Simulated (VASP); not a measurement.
Gd, 2 atoms in the cell. It takes space group P6_3/mmc (No. 194, hexagonal). Conventional cell: a = 3.620 Å, b = 3.620 Å, c = 5.800 Å, α = 90.00°, β = 90.00°, γ = 120.00°. Gd (site symmetry -6m2) has 12 Gd at 3.57 to 3.62 Å within 4.7 Å. 

* Program: VASP 6.6.1
* Task: single point
* Functional: PBE
* Potentials or basis: VASP PAW PBE potentials, release 64 (Gd)
* Cutoff: 520 eV
* k mesh: 5 × 5 × 3
* Occupations: fermi-dirac, width 0.1 eV
* Spin: collinear spin, antiferromagnetic start
* Starting moments: [7.255, -7.255] μB
* Dipole correction: no
* Further INCAR settings: ALGO = Normal; EDIFF = 1e-06; NBANDS = 29

Potentials or basis: VASP PAW PBE potentials, release 64 (Gd).

Command:

```bash
$ cat potpaw_PBE.64/Gd/POTCAR > POTCAR
$ mpirun -np 1 vasp_std > vasp.out
```

Hardware: 1 thread of AMD EPYC 7R13 Processor (Zen 3) (shared host).

How long does it take, and how much memory?

It took 2.7 min on 1 thread of AMD EPYC 7R13 Processor (Zen 3), with other jobs on the host, peak memory 0.2 GiB. Counts: scf iterations 36, k points 10.
